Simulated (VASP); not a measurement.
Here is a VASP 6.6.1 calculation.

Contents of INCAR:

```
SYSTEM = MgS
PREC = Accurate
ENCUT = 520
EDIFF = 1E-7
ISMEAR = 0
SIGMA = 0.01
LREAL = .FALSE.
LASPH = .TRUE.
NELM = 60
ALGO = Normal
ISIF = 2
LWAVE = .FALSE.
LCHARG = .TRUE.
GGA = PE
LELF = .TRUE.
LVHAR = .TRUE.
NBANDS = 11
```

File KPOINTS:

```
Automatic mesh
0
G
  6 6 6
  0 0 0
```

Contents of POSCAR:

```
MgS
1.0
    0.0000000000      2.6015179370      2.6015179370
    2.6015179370      0.0000000000      2.6015179370
    2.6015179370      2.6015179370      0.0000000000
Mg S
1 1
Direct
    0.0000000000      0.0000000000      0.0000000000
    0.5000000000      0.5000000000      0.5000000000
```

Potentials or basis: VASP PAW PBE potentials, release 64 (Mg, S).

The run is started by

```sh
$ cat potpaw_PBE.64/Mg/POTCAR potpaw_PBE.64/S/POTCAR > POTCAR
$ mpirun -np 1 vasp_std > vasp.out
```

Task: Predict the pressure.

Result: 0.9 GPa.

Task: Estimate the band gap on the k mesh.

Result: 2.77 eV, indirect (least direct gap 3.71 eV).

A k mesh can miss the band edges. Expect the measured gap to be larger: semilocal functionals such as PBE lack the derivative discontinuity.
